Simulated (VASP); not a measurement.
Wanted: the native input for a VASP 6.6.1 run.

| Item | Value |
| --- | --- |
| Task | single point |
| Functional | PBE |
| Potentials or basis | VASP PAW PBE potentials, release 64 (B, C) |
| Cutoff | 520 eV |
| k mesh | 6 × 6 × 4 |
| Occupations | gaussian, width 0.1 eV |
| Spin | no spin polarisation |
| Dipole correction | no |
| Further INCAR settings | ALGO = Normal; EDIFF = 1e-06; NBANDS = 20 |

The structure of BC5 lies in POSCAR:

```
BC5
1.0
    4.6938878300      0.0000000000      0.0000000000
   -2.3469439200      4.0650261000      0.0000000000
    0.0000000000      0.0000000000      3.9222412600
B C
1 5
Direct
    0.0000000000      0.0000000000      0.0000000000
    0.5000000000      0.0000000000      0.5000000000
    0.5000000000      0.5000000000      0.5000000000
    0.0000000000      0.5000000000      0.5000000000
    0.3333333300      0.6666666700      0.0000000000
    0.6666666700      0.3333333300      0.0000000000
```

These files were run (other wordings do the same):

INCAR

```
SYSTEM = BC5
PREC = Accurate
ENCUT = 520
EDIFF = 1E-6
ISMEAR = 0
SIGMA = 0.1
LREAL = .False.
LASPH = .True.
NELM = 60
ALGO = Normal
ISIF = 2
LWAVE = .False.
LCHARG = .False.
GGA = PE
NBANDS = 20
```

KPOINTS

```
Automatic mesh
0
Gamma
  6 6 4
  0 0 0
```

Potentials or basis: VASP PAW PBE potentials, release 64 (B, C).

Command:

```bash
$ cat potpaw_PBE.64/B/POTCAR potpaw_PBE.64/C/POTCAR > POTCAR
$ mpirun -np 1 vasp_std > vasp.out
```

It gave:

- Pressure: -25.7 GPa

Caveat: the k points lie up to 0.40 Å⁻¹ apart.

It took 44 s on 1 thread of AMD EPYC 7R43 64-Core Processor (Zen 3), with other jobs on the host, peak memory 0.14 GiB.
